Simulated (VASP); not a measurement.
A run of VASP 6.6.1:

INCAR

```
SYSTEM = SiC3
PREC = Accurate
ENCUT = 600
EDIFF = 1E-6
ISMEAR = 0
SIGMA = 0.2
LREAL = .False.
LASPH = .True.
NELM = 120
ALGO = Normal
ISIF = 2
LWAVE = .False.
LCHARG = .True.
GGA = PE
LELF = .True.
LVHAR = .True.
NBANDS = 16
GGA_COMPAT = .False.
```

The input KPOINTS:

```
regular mesh
0
Gamma
  5 5 5
  0 0 0
```

The input POSCAR:

```
SiC3
1.0
    3.4983227078      0.0000000000      0.0000000000
    0.0000000000      3.4983227078      0.0000000000
    0.0000000000      0.0000000000      2.5809261895
Si C
1 3
Direct
    0.0000000000      0.0000000000      0.0000000000
    0.0000000000      0.5000000000      0.5000000000
    0.5000000000      0.0000000000      0.5000000000
    0.5000000000      0.5000000000      0.0000000000
```

Potentials or basis: VASP PAW PBE potentials, release 64 (Si, C).

Launch:

```bash
$ cat potpaw_PBE.64/Si/POTCAR potpaw_PBE.64/C/POTCAR > POTCAR
$ mpirun -np 1 vasp_std > vasp.out
```

Hardware: 1 thread of Intel(R) Xeon(R) Platinum 8488C (Sapphire Rapids), on a shared host.

Estimate the wall time of this run.

Wall time 6.1 s on 1 thread of Intel(R) Xeon(R) Platinum 8488C (Sapphire Rapids) (shared host), peak memory 0.14 GiB. Counts: scf iterations 12, k points 18.
